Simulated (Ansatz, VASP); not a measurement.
## Ag: VASP beside Ansatz

The input INCAR:

```
PREC = Accurate ; ENCUT = 600
EDIFF = 1E-7 ; ISMEAR = -1
SIGMA = 0.05 ; LREAL = False
LASPH = True ; NELM = 100
ALGO = Normal ; ISIF = 3
LWAVE = False ; LCHARG = False
GGA = CA ; IBRION = 2
NSW = 60 ; EDIFFG = -0.005
```

KPOINTS

```
Automatic mesh
0
Gamma
  18 18 18
```

POSCAR

```
Ag
1.0
    0.0000000000      1.9996666111      1.9996666111
    1.9996666111      0.0000000000      1.9996666111
    1.9996666111      1.9996666111      0.0000000000
Ag
1
Direct
    0.0000000000      0.0000000000      0.0000000000
```

Input for Ansatz:

```yaml
crystal:
  lattice:
    - [0.0, 1.9996666111, 1.9996666111]
    - [1.9996666111, 0.0, 1.9996666111]
    - [1.9996666111, 1.9996666111, 0.0]
  atoms:
    - { symbol: Ag, position: [0.0, 0.0, 0.0] }
kpoints:
  mp_grid: { grid: [18, 18, 18] }
scf:
  occupations: { method: fermi_dirac, width: 0.05 }
hamiltonian:
  xc: lda
  pseudopotentials: { kind: paw }
output:
  forces: true
  stress: true
  write_density: true
  write_potential: true
  elf: true
  volumetric_format: npy
relax:
  f_tol: 0.005
  max_steps: 40
  cell: {}
```

Alike in both runs: task relaxation of cell and atoms; functional LDA; k mesh 18 × 18 × 18; occupations fermi-dirac, width 0.05 eV; no spin polarisation.

|  | VASP | Ansatz |
| --- | --- | --- |
| version | VASP 6.6.1 | Ansatz 0.2.0 |
| potentials or method | VASP PAW LDA potentials, release 64 (Ag) | PAW with Ansatz's default frozen-core files, scalar-relativistic |
| plane-wave cutoff (eV) | 600 | 420 |
| valence electrons in the cell | 11 | 19 |

Ansatz gave:

- relaxed volume (Å³/atom): 16.02
- relaxed length of the cell vector where the two differ most in proportion (Å): 2.830

Task: What did VASP give for the same quantities?

Result: Relaxed volume (Å³/atom): 16.04; relaxed length of the cell vector where the two differ most in proportion (Å): 2.831.

LDA's correlation is that of Perdew and Zunger in VASP and of Perdew and Wang (1992) in Ansatz. VASP's potentials hold 11 valence electrons a cell and Ansatz's 19, so a difference there can come from the potentials and not from the codes.
